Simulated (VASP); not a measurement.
**As: single point with BLYP**

As:

```xyz
1
Lattice="0.0000 2.2341 2.2341 2.2341 0.0000 2.2341 2.2341 2.2341 0.0000" Properties=species:S:1:pos:R:3 pbc="T T T"
As    0.0000    0.0000    0.0000
```

This cell differs from its parent crystal: volume scaled by 1.04.

| Property | Result |
| --- | --- |
| Program | VASP 6.6.1 |
| Task | single point |
| Functional | BLYP |
| Potentials or basis | VASP PAW PBE potentials, release 64 (As) |
| Cutoff | 520 eV |
| k mesh | 14 × 14 × 14 |
| Occupations | fermi-dirac, width 0.1 eV |
| Spin | no spin polarisation |
| Dipole correction | no |
| Further INCAR settings | ALGO = Normal; EDIFF = 1e-06; NBANDS = 8 |

- Pressure: -2.0 GPa

Levels at points of the mesh, in eV from the Fermi level:
| k point | band 1 | band 2 | band 3 | band 4 | band 5 | band 6 |
| --- | --- | --- | --- | --- | --- | --- |
| (0.00, 0.00, 0.00) | -13.89 | 4.40 | 4.40 | 4.40 | 11.86 | 11.86 |
| (0.50, 0.00, 0.00) | -10.51 | -5.59 | 3.06 | 3.06 | 8.91 | 10.98 |
| (0.50, 0.50, 0.00) | -9.16 | -4.72 | 0.35 | 0.35 | 5.31 | 6.05 |

It took 10 s on 1 thread of AMD EPYC 9R45 (Zen 5) (shared host), peak memory 0.11 GiB.

Caveat: the PAW data sets were made with another functional, which shifts forces and pressure a little.
